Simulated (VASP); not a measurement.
Set up this calculation in VASP 6.6.1, as the native input.

| Property | Result |
| --- | --- |
| Task | single point |
| Functional | PBEsol |
| Potentials or basis | VASP PAW PBE potentials, release 64 (Sn_d, Se) |
| Cutoff | 520 eV |
| k mesh | 8 × 8 × 8 |
| Occupations | gaussian, width 0.02 eV |
| Spin | no spin polarisation |
| Dipole correction | no |
| Further INCAR settings | ALGO = Normal; EDIFF = 1e-07; NBANDS = 17 |

The structure of SnSe lies in POSCAR:

```
SnSe
1.0
    0.0000000000      2.9727546591      2.9727546591
    2.9727546591      0.0000000000      2.9727546591
    2.9727546591      2.9727546591      0.0000000000
Sn Se
1 1
Direct
    0.0000000000      0.0000000000      0.0000000000
    0.5000000000      0.5000000000      0.5000000000
```

These files were run (other wordings do the same):

INCAR

```
  PREC = Accurate
  ENCUT = 520
  EDIFF = 1E-7
  ISMEAR = 0
  SIGMA = 0.02
  LREAL = False
  LASPH = True
  NELM = 80
  ALGO = Normal
  ISIF = 2
  LWAVE = False
  LCHARG = False
  GGA = PS
  NBANDS = 17
```

KPOINTS

```
Automatic mesh
0
Gamma
  8 8 8
```

Potentials or basis: VASP PAW PBE potentials, release 64 (Sn_d, Se).

Launch:

```sh
$ cat potpaw_PBE.64/Sn_d/POTCAR potpaw_PBE.64/Se/POTCAR > POTCAR
$ mpirun -np 1 vasp_std > vasp.out
```

Results of the run:

```
Pressure               : 0.0 GPa
Band gap on the k mesh : 0.75 eV, indirect (least direct gap 0.82 eV)
```

Caveat: the PAW data sets were made with another functional, which shifts forces and pressure a little; spin-orbit coupling is left out, which moves the levels of the heavy elements.

Wall time 29 s on 1 thread of Intel Xeon 8259CL, on a shared host, peak memory 0.19 GiB.
